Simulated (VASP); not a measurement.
Set up this calculation in VASP 6.6.1, as the native input.

```
Task                   : single point
Functional             : RPBE
Potentials or basis    : VASP PAW PBE potentials, release 64 (B)
Cutoff                 : 520 eV
k mesh                 : 31 × 31 × 31
Occupations            : fermi-dirac, width 0.1 eV
Spin                   : no spin polarisation
Dipole correction      : no
Further INCAR settings : ALGO = Normal; EDIFF = 1e-06; NBANDS = 8
```

The structure of B lies in POSCAR:

```
B
1.0
   -1.1122911656      1.1122911656      1.1122911656
    1.1122911656     -1.1122911656      1.1122911656
    1.1122911656      1.1122911656     -1.1122911656
B
1
Direct
    0.0000000000      0.0000000000      0.0000000000
```

This isn't the form of B at room conditions, which is rhombohedral.

One way to write it, as run:

INCAR

```
PREC = Accurate ; ENCUT = 520
EDIFF = 1E-6 ; ISMEAR = -1
SIGMA = 0.1 ; LREAL = False
LASPH = True ; NELM = 80
ALGO = Normal ; ISIF = 2
LWAVE = False ; LCHARG = False
GGA = RP ; NBANDS = 8
```

KPOINTS

```
regular mesh
0
Gamma
  31 31 31
```

Potentials or basis: VASP PAW PBE potentials, release 64 (B).

Launch:

```sh
$ cat potpaw_PBE.64/B/POTCAR > POTCAR
$ mpirun -np 1 vasp_std > vasp.out
```

Results of the run:

```yaml
Pressure: 36.0 GPa
Band_gap_on_the_k_mesh: zero (an odd number of electrons rules out a gap without spin polarisation)
```

Caveat: the cell stands under pressure; the PAW data sets were made with another functional, which shifts forces and pressure a little.

Wall time 17 s on 1 thread of Intel Xeon 8259CL, with other jobs on the host, peak memory 0.13 GiB.
